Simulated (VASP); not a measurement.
# Si16Ni7 (a cell with a defect) in VASP: single point with PBE

Aim: the single point of Si16Ni7 (a cell with a defect) with PBE.

Everything below comes from runs of VASP 6.6.1. Logs are shortened: lines on timing, memory, paths and dates and some standing lists are left out, and cuts for length are marked.

### Step 1. The cell of the first run

The cell holds a defect, 23 atoms: a = 7.617 Å, b = 7.617 Å, c = 7.617 Å, α = 60.00°, β = 60.00°, γ = 60.00°.

### Step 2. Single point, PBE, collinear spin, zero start

INCAR reads:

```
SYSTEM = Si16Ni7
PREC = Accurate
ENCUT = 520
EDIFF = 1E-7
ISMEAR = 0
SIGMA = 0.05
LREAL = Auto
LASPH = .True.
NELM = 150
ALGO = Normal
ISIF = 2
LWAVE = .False.
LCHARG = .False.
ISPIN = 2
MAGMOM = 0 0 0 0 0 0 0 0 0 0 0 0 0 0 0 0 0 0 0 0 0 0 0
LORBIT = 11
LMAXMIX = 4
GGA = PE
NBANDS = 88
NELECT = 136.0
```

KPOINTS reads:

```
Automatic mesh
0
Gamma
  2 2 2
  0 0 0
```

POSCAR reads:

```
Si16Ni7
1.0
    0.0000000000      5.3863100000      5.3863100000
    5.3863100000      0.0000000000      5.3863100000
    5.3863100000      5.3863100000      0.0000000000
Si Ni
16 7
Direct
    0.1226355334      0.1257881555      0.1257881555
    0.3560395707      0.3813201431      0.3813201431
    0.1186798569      0.1439604293      0.6186798569
    0.3742118445      0.3773644666      0.8742118445
    0.1186798569      0.6186798569      0.1439604293
    0.3742118445      0.8742118445      0.3773644666
    0.1186798569      0.6186798569      0.6186798569
    0.3742118445      0.8742118445      0.8742118445
    0.6257881555      0.1257881555      0.1257881555
    0.8813201431      0.3813201431      0.3813201431
    0.6257881555      0.1257881555      0.6226355334
    0.8813201431      0.3813201431      0.8560395707
    0.6257881555      0.6226355334      0.1257881555
    0.8813201431      0.8560395707      0.3813201431
    0.6439604293      0.6186798569      0.6186798569
    0.8773644666      0.8742118445      0.8742118445
    0.0000000000      0.0000000000      0.0000000000
    0.0000000000      0.5000000000      0.0000000000
    0.0000000000      0.0000000000      0.5000000000
    0.5000000000      0.0000000000      0.0000000000
    0.5000000000      0.0000000000      0.5000000000
    0.5000000000      0.5000000000      0.0000000000
    0.5000000000      0.5000000000      0.5000000000
```

Potentials or basis: VASP PAW PBE potentials, release 64 (Si, Ni).

On the command line:

```bash
$ cat potpaw_PBE.64/Si/POTCAR potpaw_PBE.64/Ni/POTCAR > POTCAR
$ mpirun -np 1 vasp_std > vasp.out
```

OUTCAR:

```text
SYSTEM = Si16Ni7
   PREC = Accurate
   ENCUT = 520
   EDIFF = 1E-7
   ISMEAR = 0
   LREAL = Auto
   LASPH = .True.
   NELM = 150
   ISIF = 2
   ISPIN = 2
   LORBIT = 11
   GGA = PE
   NELECT = 136.0

 ion  position               nearest neighbor table
   1  0.123  0.126  0.126-  17 2.33  19 2.33  18 2.33  20 2.35   8 2.71   6 2.71   4 2.71  12 2.75
                            14 2.75  10 2.75
   2  0.356  0.381  0.381-  21 2.37  22 2.37  23 2.37   5 2.56   3 2.56   7 2.56  13 2.75  11 2.75
                             9 2.75
   3  0.119  0.144  0.619-  17 2.37  21 2.37  19 2.37  12 2.56   2 2.56  10 2.56  16 2.75   6 2.75
                             8 2.75
   4  0.374  0.377  0.874-  22 2.33  23 2.33  18 2.33  20 2.35   9 2.71   1 2.71  11 2.71   5 2.75
                            15 2.75   7 2.75
   5  0.119  0.619  0.144-  17 2.37  22 2.37  18 2.37  14 2.56   2 2.56  10 2.56  16 2.75   4 2.75
                             8 2.75
   6  0.374  0.874  0.377-  21 2.33  19 2.33  23 2.33  20 2.35   9 2.71   1 2.71  13 2.71   3 2.75
                            15 2.75   7 2.75
   7  0.119  0.619  0.619-  18 2.37  19 2.37  23 2.37   2 2.56  12 2.56  14 2.56   4 2.75   6 2.75
                            16 2.75
   8  0.374  0.874  0.874-  17 2.33  21 2.33  22 2.33  20 2.35  11 2.71  13 2.71   1 2.71   5 2.75
                            15 2.75   3 2.75
   9  0.626  0.126  0.126-  17 2.33  21 2.33  22 2.33  20 2.35   6 2.71  16 2.71   4 2.71  14 2.75
[... 25 lines left out ...]
  22  0.500  0.500  0.000-   4 2.33  13 2.33   9 2.33   8 2.33   5 2.37  12 2.37   2 2.37  15 2.37

  23  0.500  0.500  0.500-   4 2.33   6 2.33  11 2.33  13 2.33   7 2.37  10 2.37   2 2.37  15 2.37

  LATTYP: Found a face centered cubic cell.
 ALAT       =    10.7726200000

  Lattice vectors:

 A1 = (   0.0000000000,   5.3863100000,   5.3863100000)
 A2 = (   5.3863100000,   0.0000000000,   5.3863100000)
 A3 = (   5.3863100000,   5.3863100000,   0.0000000000)

Analysis of symmetry for initial positions (statically):
=====================================================================
 Subroutine PRICEL returns:
 Original cell was already a primitive cell.

 Routine SETGRP: Setting up the symmetry group for a
 face centered cubic supercell.

 Subroutine GETGRP returns: Found 48 space group operations
 (whereof  8 operations were pure point group operations)
 out of a pool of 48 trial point group operations.

The static configuration has the point symmetry D_2h.
 The point group associated with its full space group is O_h .

Analysis of symmetry for dynamics (positions and initial velocities):
=====================================================================
 Subroutine PRICEL returns:
 Original cell was already a primitive cell.

 Routine SETGRP: Setting up the symmetry group for a
 face centered cubic supercell.

 Subroutine GETGRP returns: Found 48 space group operations
 (whereof  8 operations were pure point group operations)
 out of a pool of 48 trial point group operations.

The dynamic configuration has the point symmetry D_2h.
 The point group associated with its full space group is O_h .

Analysis of structural, dynamic, and magnetic symmetry:
=====================================================================
 Subroutine PRICEL returns:
 Original cell was already a primitive cell.

 Routine SETGRP: Setting up the symmetry group for a
 face centered cubic supercell.

 Subroutine GETGRP returns: Found 48 space group operations
 (whereof  8 operations were pure point group operations)
 out of a pool of 48 trial point group operations.

The overall configuration has the point symmetry D_2h.
 The point group associated with its full space group is O_h .

 Subroutine INISYM returns: Found 48 space group operations
 (whereof  8 operations are pure point group operations),
 and found     1 'primitive' translations

----------------------------------------------------------------------------------------

                                     Primitive cell

  volume of cell :     312.5389

  direct lattice vectors                    reciprocal lattice vectors
     0.000000000  5.386310000  5.386310000    -0.092827929  0.092827929  0.092827929
     5.386310000  0.000000000  5.386310000     0.092827929 -0.092827929  0.092827929
     5.386310000  5.386310000  0.000000000     0.092827929  0.092827929 -0.092827929

  length of vectors
     7.617392653  7.617392653  7.617392653     0.160782689  0.160782689  0.160782689

[... 92 lines left out ...]
   ISTART =      0    job   : 0-new  1-cont  2-samecut
   ICHARG =      2    charge: 1-file 2-atom 10-const
   ISPIN  =      2    spin polarized calculation?
   LNONCOLLINEAR =      F non collinear calculations
   LSORBIT =      F    spin-orbit coupling
   LASPH  =      T    aspherical Exc in radial PAW
   ENCUT  =  520.0 eV  38.22 Ry    6.18 a.u.  14.16 14.16 14.16*2*pi/ulx,y,z
   NELM   =    150;   NELMIN=  2; NELMDL= -5     # of ELM steps
   EDIFF  = 0.1E-06   stopping-criterion for ELM
   LREAL  =      T    real-space projection
   EDIFFG = 0.1E-05   stopping-criterion for IOM
   NSW    =      0    number of steps for IOM
   IBRION =     -1    ionic relax: 0-MD 1-quasi-New 2-CG
   NFREE  =      0    steps in history (QN), initial steepest desc. (CG)
   ISIF   =      2    stress and relaxation
   ISYM   =      2    0-nonsym 1-usesym 2-fastsym
   POTIM  = 0.5000    time-step for ionic-motion
   TEBEG  =    0.0;   TEEND  =   0.0 temperature during run
   PSTRESS=    0.0 pullay stress
   NELECT =     136.0000    total number of electrons
   NUPDOWN=      -1.0000    fix difference up-down
   EMIN   =  10.00;   EMAX   =-10.00  energy-range for DOS
   EFERMI =   0.00;   METHOD = LEGACY
   ISMEAR =     0;   SIGMA  =   0.05  broadening in eV -4-tet -1-fermi 0-gaus
   EFERMI_NEDOS =   21; number of points for ismear=-14 and -15
   IALGO  =     38    algorithm
   IMIX   =      4    mixing-type and parameters
     AMIX     =   0.40;   BMIX     =  1.00
     AMIX_MAG =   1.60;   BMIX_MAG =  1.00
  volume/ion in A,a.u.               =      13.59        91.70
  Fermi-wavevector in a.u.,A,eV,Ry     =   1.240566  2.344329 20.939413  1.539003
  Thomas-Fermi vector in A             =   2.375001
   LORBIT       =     11    0 simple, 1 ext, 2 COOP (PROOUT), +10 PAW based schemes
   GGA     = PE    functional components
   LHFCALC =     F    Hartree Fock is set to
   AEXX    =    0.0000 exact exchange contribution
   IVDW    =     0    specifies the selected vdW correction
   LEPSILON=     F    determine dielectric tensor
   LRPA    =     F    only Hartree local field effects (RPA)
 spin polarized calculation
 Gauss-broadening in eV      SIGMA  =   0.05
  energy-cutoff  :      520.00
  volume of cell :      312.54
 maximum number of plane-waves:      8424
 NGX is ok and might be reduce to    60
   NGX = 29   NGY = 29   NGZ = 29

 number of electron     135.9999937 magnetization       0.0001768

 number of electron     135.9999941 magnetization      -0.0048890

 Free energy of the ion-electron system (eV)
  ---------------------------------------------------
  ext. energy  EPLUGINS =         0.00000000
  ---------------------------------------------------
  free energy    TOTEN  =      -110.41417357 eV

  energy without entropy =     -110.36824628  energy(sigma->0) =     -110.39120992

 E-fermi :  10.1937     XC(G=0): -11.5091

 val. band max:       10.0388987690   @ k =   0.5000   0.0000   0.0000
 cond. band min:      10.1975984506   @ k =   0.5000   0.0000   0.0000
 fundamental gap:      0.1586996817
 Fermi energy:        10.1937398787

 spin component 1

 k-point     1 :       0.0000    0.0000    0.0000
  band No.  band energies     occupation
      1      -3.6817      1.00000
      2      -0.4153      1.00000
      3      -0.3623      1.00000
      4      -0.3623      1.00000
      5      -0.3623      1.00000
      6       0.0473      1.00000
[... 238 lines left out ...]
     79      12.3482      0.00000
     80      12.7490      0.00000
 Fermi energy:        10.1937398787

 spin component 2

 k-point     1 :       0.0000    0.0000    0.0000
  band No.  band energies     occupation
      1      -3.6819      1.00000
      2      -0.4155      1.00000
      3      -0.3625      1.00000
      4      -0.3625      1.00000
      5      -0.3625      1.00000
      6       0.0471      1.00000
[... 238 lines left out ...]
     79      12.3479      0.00000
     80      12.7488      0.00000
 [bands above 80 left out]

------------------------ aborting loop because EDIFF is reached ----------------------------------------

  FORCE on cell =-STRESS in cart. coord.  units (eV):
  Direction    XX          YY          ZZ          XY          YZ          ZX
  --------------------------------------------------------------------------------------
  -------------------------------------------------------------------------------------
  Total       34.9390826     34.9390826     34.9390826      0.0000000     -0.0000000     -0.0000000
  in kB      179.1092639    179.1092639    179.1092639      0.0000000     -0.0000000     -0.0000000
  external PRESSURE =     179.1092639 kB  Pullay stress =       0.0000000 kB

 VOLUME and BASIS-vectors are now :
 -----------------------------------------------------------------------------
  energy-cutoff  :      520.00
  volume of cell :      312.54
      direct lattice vectors                 reciprocal lattice vectors
     0.000000000  5.386310000  5.386310000    -0.092827929  0.092827929  0.092827929
     5.386310000  0.000000000  5.386310000     0.092827929 -0.092827929  0.092827929
     5.386310000  5.386310000  0.000000000     0.092827929  0.092827929 -0.092827929

 POSITION                                       TOTAL-FORCE (eV/Angst)
 -----------------------------------------------------------------------------------
      1.35507      1.33809      1.33809         0.011207     -0.011207     -0.011207
      4.10782      3.97165      3.97165         0.009840     -0.009840     -0.009840
      4.10782      3.97165      1.41466         0.009840     -0.009840      0.009840
      6.74138      6.72440      4.04822         0.011207     -0.011207      0.011207
      4.10782      1.41466      3.97165         0.009840      0.009840     -0.009840
      6.74138      4.04822      6.72440         0.011207      0.011207     -0.011207
[... 15 lines left out ...]
      2.69315      2.69315      5.38631         0.000000      0.000000      0.000000
      5.38631      5.38631      5.38631        -0.000000      0.000000      0.000000
 -----------------------------------------------------------------------------------
    total drift:                               -0.000000     -0.000000      0.000000

  FREE ENERGIE OF THE ION-ELECTRON SYSTEM (eV)
  ---------------------------------------------------
  free  energy   TOTEN  =      -110.4141735671 eV

  energy  without entropy=     -110.3682462777  energy(sigma->0) =     -110.39120992

 total charge

# of ion       s       p       d       tot
------------------------------------------
    1        0.761   0.873   0.000   1.633
    2        0.783   0.839   0.000   1.622
    3        0.783   0.839   0.000   1.622
    4        0.761   0.873   0.000   1.633
    5        0.783   0.839   0.000   1.622
    6        0.761   0.873   0.000   1.633
[... 15 lines left out ...]
   22        0.553   0.777   8.493   9.823
   23        0.553   0.777   8.493   9.823
--------------------------------------------------
tot         16.226  19.186  59.396  94.808

 magnetization (x)

# of ion       s       p       d       tot
------------------------------------------
    1       -0.000  -0.000   0.000  -0.000
    2       -0.000  -0.000   0.000  -0.000
    3       -0.000  -0.000   0.000  -0.000
    4       -0.000  -0.000   0.000  -0.000
    5       -0.000  -0.000   0.000  -0.000
    6       -0.000  -0.000   0.000  -0.000
[... 15 lines left out ...]
   22       -0.000  -0.000  -0.000  -0.000
   23       -0.000  -0.000  -0.000  -0.000
--------------------------------------------------
tot         -0.000  -0.001  -0.001  -0.003
```

It took 8.6 min on 1 thread of Intel Xeon Platinum 8488C (Sapphire Rapids), shared host; peak memory 0.69 GiB.

Results:

| Property | Result |
| --- | --- |
| Free energy | -110.4142 eV |
| Largest force | 0.019 eV/Å |
| Net moment | 0.00 μB per cell |
| Valence electrons inside the program's atomic spheres | Si 1.63, 1.62 (each value once); Ni 9.82, 9.83 (each value once) |

Forces on the atoms (eV/Å):
```
Si   0.011 -0.011 -0.011
Si   0.010 -0.010 -0.010
Si   0.010 -0.010  0.010
Si   0.011 -0.011  0.011
Si   0.010  0.010 -0.010
Si   0.011  0.011 -0.011
Si  -0.010 -0.010 -0.010
Si  -0.011 -0.011 -0.011
Si   0.011  0.011  0.011
Si   0.010  0.010  0.010
Si  -0.011 -0.011  0.011
Si  -0.010 -0.010  0.010
Si  -0.011  0.011 -0.011
Si  -0.010  0.010 -0.010
Si  -0.010  0.010  0.010
Si  -0.011  0.011  0.011
Ni   0.000  0.000  0.000
Ni   0.000  0.000  0.000
Ni   0.000  0.000  0.000
Ni   0.000  0.000  0.000
Ni   0.000  0.000  0.000
Ni   0.000  0.000  0.000
Ni   0.000  0.000  0.000
```

Caveat: the k points lie up to 0.51 Å⁻¹ apart; the cell carries a net charge on a neutralising background, which shifts energy and pressure; the cell is charged against a uniform background, so pressure and absolute levels hang on convention.
